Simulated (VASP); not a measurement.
# KCl (Fm-3m) in VASP: a series of runs, part 2 of 2

VASP 6.6.1. Earlier steps stand in the parts before.

## Step 3: Single point, PBE

Contents of INCAR:

```
SYSTEM = KCl
  PREC = Accurate
  ENCUT = 520
  EDIFF = 1E-6
  ISMEAR = 0
  SIGMA = 0.01
  LREAL = .FALSE.
  LASPH = .TRUE.
  NELM = 100
  ALGO = Normal
  ISIF = 2
  LWAVE = .FALSE.
  LCHARG = .TRUE.
  GGA = PE
  LELF = .TRUE.
  LVHAR = .TRUE.
  NBANDS = 15
```

Contents of KPOINTS:

```
regular mesh
0
G
  6 6 6
  0 0 0
```

Contents of POSCAR:

```
KCl
1.0
    0.0000000000      3.1448483099      3.1448483099
    3.1448483099      0.0000000000      3.1448483099
    3.1448483099      3.1448483099      0.0000000000
K Cl
1 1
Direct
    0.0000000000      0.0000000000      0.0000000000
    0.5000000000      0.5000000000      0.5000000000
```

Potentials or basis: VASP PAW PBE potentials, release 64 (K_sv, Cl).

Command:

```
cat potpaw_PBE.64/K_sv/POTCAR potpaw_PBE.64/Cl/POTCAR > POTCAR
mpirun -np 1 vasp_std > vasp.out
```

OUTCAR:

```text
SYSTEM = KCl
   PREC = Accurate
   ENCUT = 520
   EDIFF = 1E-6
   ISMEAR = 0
   LREAL = .FALSE.
   LASPH = .TRUE.
   NELM = 100
   ISIF = 2
   GGA = PE

 ion  position               nearest neighbor table
   1  0.000  0.000  0.000-   2 3.14   2 3.14   2 3.14   2 3.14   2 3.14   2 3.14
   2  0.500  0.500  0.500-   1 3.14   1 3.14   1 3.14   1 3.14   1 3.14   1 3.14

  LATTYP: Found a face centered cubic cell.
 ALAT       =     6.2896966198

  Lattice vectors:

 A1 = (   0.0000000000,   3.1448483099,   3.1448483099)
 A2 = (   3.1448483099,   0.0000000000,   3.1448483099)
 A3 = (   3.1448483099,   3.1448483099,   0.0000000000)

Analysis of symmetry for initial positions (statically):
=====================================================================
 Subroutine PRICEL returns:
 Original cell was already a primitive cell.

 Routine SETGRP: Setting up the symmetry group for a
 face centered cubic supercell.

 Subroutine GETGRP returns: Found 48 space group operations
 (whereof 48 operations were pure point group operations)
 out of a pool of 48 trial point group operations.

The static configuration has the point symmetry O_h .

Analysis of symmetry for dynamics (positions and initial velocities):
=====================================================================
 Subroutine PRICEL returns:
 Original cell was already a primitive cell.

 Routine SETGRP: Setting up the symmetry group for a
 face centered cubic supercell.

 Subroutine GETGRP returns: Found 48 space group operations
 (whereof 48 operations were pure point group operations)
 out of a pool of 48 trial point group operations.

The dynamic configuration has the point symmetry O_h .

 Subroutine INISYM returns: Found 48 space group operations
 (whereof 48 operations are pure point group operations),
 and found     1 'primitive' translations

----------------------------------------------------------------------------------------

                                     Primitive cell

  volume of cell :      62.2055

  direct lattice vectors                    reciprocal lattice vectors
[... 111 lines left out ...]
  energy-cutoff  :      520.00
  volume of cell :       62.21
 maximum number of plane-waves:      1694
 NGX is ok and might be reduce to    36
   NGX = 17   NGY = 17   NGZ = 17

 number of electron      16.0000001 magnetization

 Free energy of the ion-electron system (eV)
  ---------------------------------------------------
  ext. energy  EPLUGINS =         0.00000000
  ---------------------------------------------------
  free energy    TOTEN  =        -6.80337290 eV

  energy without entropy =       -6.80337290  energy(sigma->0) =       -6.80337290

 E-fermi :  -1.7546     XC(G=0):  -7.5455

 val. band max:       -1.8359716412   @ k =   0.0000   0.0000   0.0000
 cond. band min:       3.3562815393   @ k =   0.0000   0.0000   0.0000
 fundamental gap:      5.1922531805
 Fermi energy:        -1.7546429137

 k-point     1 :       0.0000    0.0000    0.0000
  band No.  band energies     occupation
      1     -29.0302      2.00000
      2     -13.9554      2.00000
      3     -12.4911      2.00000
      4     -12.4911      2.00000
      5     -12.4911      2.00000
      6      -1.8360      2.00000
      7      -1.8360      2.00000
      8      -1.8360      2.00000
      9       3.3563      0.00000
     10       6.5457      0.00000
     11       6.5457      0.00000
     12       6.5457      0.00000
     13       7.4231      0.00000
     14       7.4231      0.00000
[... 257 lines left out ...]
      2     -13.9288      2.00000
      3     -12.6119      2.00000
      4     -12.5686      2.00000
      5     -12.4363      2.00000
      6      -2.4087      2.00000
      7      -2.2597      2.00000
      8      -2.1949      2.00000
      9       5.4212      0.00000
     10       7.0964      0.00000
     11       7.2528      0.00000
     12       8.3432      0.00000
     13       9.1184      0.00000
     14       9.8784      0.00000
     15      10.4719      0.00000

------------------------ aborting loop because EDIFF is reached ----------------------------------------

  FORCE on cell =-STRESS in cart. coord.  units (eV):
  Direction    XX          YY          ZZ          XY          YZ          ZX
  --------------------------------------------------------------------------------------
  -------------------------------------------------------------------------------------
  Total        0.3163670      0.3163670      0.3163670      0.0000000      0.0000000      0.0000000
  in kB        8.1484062      8.1484062      8.1484062      0.0000000      0.0000000      0.0000000
  external PRESSURE =       8.1484062 kB  Pullay stress =       0.0000000 kB

 VOLUME and BASIS-vectors are now :
 -----------------------------------------------------------------------------
  energy-cutoff  :      520.00
  volume of cell :       62.21
      direct lattice vectors                 reciprocal lattice vectors
     0.000000000  3.144848310  3.144848310    -0.158990180  0.158990180  0.158990180
     3.144848310  0.000000000  3.144848310     0.158990180 -0.158990180  0.158990180
     3.144848310  3.144848310  0.000000000     0.158990180  0.158990180 -0.158990180

 POSITION                                       TOTAL-FORCE (eV/Angst)
 -----------------------------------------------------------------------------------
      0.00000      0.00000      0.00000        -0.000000     -0.000000     -0.000000
      3.14485      3.14485      3.14485         0.000000      0.000000      0.000000
 -----------------------------------------------------------------------------------
    total drift:                                0.000000      0.000000      0.000000

  FREE ENERGIE OF THE ION-ELECTRON SYSTEM (eV)
  ---------------------------------------------------
  free  energy   TOTEN  =        -6.8033728958 eV

  energy  without entropy=       -6.8033728958  energy(sigma->0) =       -6.80337290
```

OSZICAR:

```text
N       E                     dE             d eps       ncg     rms          rms(c)
DAV:   1     0.101541735149E+03    0.10154E+03   -0.70101E+03   480   0.950E+02
DAV:   2    -0.927927925867E+00   -0.10247E+03   -0.95178E+02   615   0.236E+02
DAV:   3    -0.687055852373E+01   -0.59426E+01   -0.59089E+01   669   0.515E+01
DAV:   4    -0.709281314220E+01   -0.22225E+00   -0.22218E+00   759   0.870E+00
DAV:   5    -0.709431721952E+01   -0.15041E-02   -0.15041E-02   669   0.800E-01    0.333E+00
DAV:   6    -0.680468831105E+01    0.28963E+00   -0.41941E-01   599   0.327E+00    0.273E+00
DAV:   7    -0.678991621985E+01    0.14772E-01   -0.10351E-01   648   0.182E+00    0.157E+00
DAV:   8    -0.680205383090E+01   -0.12138E-01   -0.15895E-02   650   0.947E-01    0.180E-01
DAV:   9    -0.680278245950E+01   -0.72863E-03   -0.91698E-04   606   0.189E-01    0.962E-02
DAV:  10    -0.680336504609E+01   -0.58259E-03   -0.60953E-04   529   0.155E-01    0.200E-02
DAV:  11    -0.680336958295E+01   -0.45369E-05   -0.21727E-05   673   0.269E-02    0.539E-03
DAV:  12    -0.680337266260E+01   -0.30797E-05   -0.42619E-06   521   0.145E-02    0.482E-03
DAV:  13    -0.680337289581E+01   -0.23321E-06   -0.40537E-07   527   0.357E-03
   1 F= -.68033729E+01 E0= -.68033729E+01  d E =-.147325E-32
```

stdout:

```text
POSCAR found type information on POSCAR K Cl
 POSCAR found :  2 types and       2 ions
 scaLAPACK will be used
 LDA part: xc-table for (Slater+PW92), standard interpolation
 POSCAR, INCAR and KPOINTS ok, starting setup
 FFT: planning ... GRIDC
 FFT: planning ... GRID_SOFT
 FFT: planning ... GRID
 WAVECAR not read
 entering main loop
```

Wall time 17 s (1 thread of AMD EPYC 7R13 (Zen 3), shared host); peak memory 0.17 GiB.

Results:

```
Free energy            : -6.8034 eV
Pressure               : 0.8 GPa
Band gap on the k mesh : 5.19 eV, direct
```

## Step 4: Single point, HSE06

POSCAR is that of step 3.

Contents of INCAR.step1:

```
ALGO = Normal
EDIFF = 1E-5
ENCUT = 520
GGA = PE
ISIF = 2
ISMEAR = 0
LASPH = True
LCHARG = False
LREAL = False
LWAVE = True
NBANDS = 15
NELM = 80
PREC = Accurate
SIGMA = 0.01
```

Contents of INCAR.step2:

```
ALGO = Normal
EDIFF = 1E-6
ENCUT = 520
GGA = PE
HFSCREEN = 0.2079
ISIF = 2
ISMEAR = 0
ISTART = 1
LASPH = True
LCHARG = False
LHFCALC = True
LREAL = False
LWAVE = False
NBANDS = 15
NELM = 80
PREC = Accurate
PRECFOCK = Normal
SIGMA = 0.01
```

Contents of KPOINTS:

```
k-points
0
Gamma
  4 4 4
```

Potentials or basis: VASP PAW PBE potentials, release 64 (K_sv, Cl).

Command:

```
cat potpaw_PBE.64/K_sv/POTCAR potpaw_PBE.64/Cl/POTCAR > POTCAR
cp INCAR.step1 INCAR
mpirun -np 1 vasp_std > vasp.out
cp INCAR.step2 INCAR
mpirun -np 1 vasp_std > vasp.out
```

OUTCAR:

```text
EDIFF = 1E-6
   ENCUT = 520
   GGA = PE
   HFSCREEN = 0.2079
   ISIF = 2
   ISMEAR = 0
   ISTART = 1
   LASPH = True
   LHFCALC = True
   LREAL = False
   NELM = 80
   PREC = Accurate
   PRECFOCK = Normal

 ion  position               nearest neighbor table
   1  0.000  0.000  0.000-   2 3.14   2 3.14   2 3.14   2 3.14   2 3.14   2 3.14
   2  0.500  0.500  0.500-   1 3.14   1 3.14   1 3.14   1 3.14   1 3.14   1 3.14

  LATTYP: Found a face centered cubic cell.
 ALAT       =     6.2896966198

  Lattice vectors:

 A1 = (   0.0000000000,   3.1448483099,   3.1448483099)
 A2 = (   3.1448483099,   0.0000000000,   3.1448483099)
 A3 = (   3.1448483099,   3.1448483099,   0.0000000000)

Analysis of symmetry for initial positions (statically):
=====================================================================
 Subroutine PRICEL returns:
 Original cell was already a primitive cell.

 Routine SETGRP: Setting up the symmetry group for a
 face centered cubic supercell.

 Subroutine GETGRP returns: Found 48 space group operations
 (whereof 48 operations were pure point group operations)
 out of a pool of 48 trial point group operations.
[... 167 lines left out ...]
      4     -14.1908      2.00000
      5     -14.1908      2.00000
      6      -2.8250      2.00000
      7      -2.8250      2.00000
      8      -2.8250      2.00000
      9       3.6766      0.00000
     10       7.0908      0.00000
     11       7.0908      0.00000
     12       7.0908      0.00000
     13       8.0991      0.00000
     14       8.0991      0.00000
[... 113 lines left out ...]
      2     -16.0640      2.00000
      3     -14.2930      2.00000
      4     -14.2930      2.00000
      5     -14.1079      2.00000
      6      -3.3343      2.00000
      7      -3.3269      2.00000
      8      -3.3269      2.00000
      9       6.6389      0.00000
     10       6.6389      0.00000
     11       8.1666      0.00000
     12       8.7515      0.00000
     13      10.8472      0.00000
     14      10.8505      0.00000
     15      10.8806      0.00000

------------------------ aborting loop because EDIFF is reached ----------------------------------------

  FORCE on cell =-STRESS in cart. coord.  units (eV):
  Direction    XX          YY          ZZ          XY          YZ          ZX
  --------------------------------------------------------------------------------------
  -------------------------------------------------------------------------------------
  Total        0.2001299      0.2001299      0.2001299      0.0000000     -0.0000000     -0.0000000
  in kB        5.1545808      5.1545808      5.1545808      0.0000000     -0.0000000     -0.0000000
  external PRESSURE =       5.1545808 kB  Pullay stress =       0.0000000 kB

 VOLUME and BASIS-vectors are now :
 -----------------------------------------------------------------------------
  energy-cutoff  :      520.00
  volume of cell :       62.21
      direct lattice vectors                 reciprocal lattice vectors
     0.000000000  3.144848310  3.144848310    -0.158990180  0.158990180  0.158990180
     3.144848310  0.000000000  3.144848310     0.158990180 -0.158990180  0.158990180
     3.144848310  3.144848310  0.000000000     0.158990180  0.158990180 -0.158990180

 POSITION                                       TOTAL-FORCE (eV/Angst)
 -----------------------------------------------------------------------------------
      0.00000      0.00000      0.00000        -0.000000     -0.000000     -0.000000
      3.14485      3.14485      3.14485         0.000000      0.000000      0.000000
 -----------------------------------------------------------------------------------
    total drift:                                0.000000     -0.000000      0.000000

  FREE ENERGIE OF THE ION-ELECTRON SYSTEM (eV)
  ---------------------------------------------------
  free  energy   TOTEN  =        -7.8650257001 eV

  energy  without entropy=       -7.8650257001  energy(sigma->0) =       -7.86502570
```

OUTCAR.step1:

```text
EDIFF = 1E-5
   ENCUT = 520
   GGA = PE
   ISIF = 2
   ISMEAR = 0
[... 347 lines left out ...]
 -----------------------------------------------------------------------------------
      0.00000      0.00000      0.00000         0.000000     -0.000000     -0.000000
      3.14485      3.14485      3.14485         0.000000      0.000000      0.000000
 -----------------------------------------------------------------------------------
    total drift:                                0.000000      0.000000      0.000000

  FREE ENERGIE OF THE ION-ELECTRON SYSTEM (eV)
  ---------------------------------------------------
  free  energy   TOTEN  =        -6.8032024027 eV

  energy  without entropy=       -6.8032024027  energy(sigma->0) =       -6.80320240
```

Run time: 6 min. Hardware: 1 thread of AMD EPYC 7R13 (Zen 3), shared host; peak memory 0.29 GiB.

Results:

* Free energy: -7.8650 eV
* Pressure: 0.5 GPa
* Band gap on the k mesh: 6.50 eV, direct

Levels at points of the mesh, in eV from the valence-band top:
| k point | band 6 | band 7 | band 8 | band 9 | band 10 | band 11 |
| --- | --- | --- | --- | --- | --- | --- |
| (0.00, 0.00, 0.00) | 0.00 | 0.00 | 0.00 | 6.50 | 9.92 | 9.92 |
| (0.50, 0.00, 0.00) | -1.10 | -0.34 | -0.34 | 8.90 | 10.11 | 12.32 |
| (0.50, 0.50, 0.00) | -0.70 | -0.24 | -0.24 | 7.89 | 9.83 | 11.50 |

Caveat: the k points lie up to 0.43 Å⁻¹ apart; the PAW data sets were made with another functional, which shifts forces and pressure a little.

## Step 5: The runs side by side

| level | k mesh | grid for exact exchange (PRECFOCK) | screening parameter | gap on the mesh (eV) | pressure (GPa) |
| --- | --- | --- | --- | --- | --- |
| r2SCAN | 4 × 4 × 4 | - | - | 5.83 | 0.0 |
| PBE | 6 × 6 × 6 | - | - | 5.19 | 0.8 |
| HSE06 | 4 × 4 × 4 | Normal | 0.2079 1/Å | 6.50 | 0.5 |

Alike in all rows: task single point; potentials or basis VASP PAW PBE potentials, release 64 (K_sv, Cl); no spin polarisation; cell as given; cutoff (eV) 520; smearing gaussian 0.01 eV.

Caveats: some runs use coarse meshes; the PAW data sets were made with another functional, which shifts forces and pressure a little (some runs).

Total energies depend on the potentials used, so only differences within one code and one set of settings carry meaning.
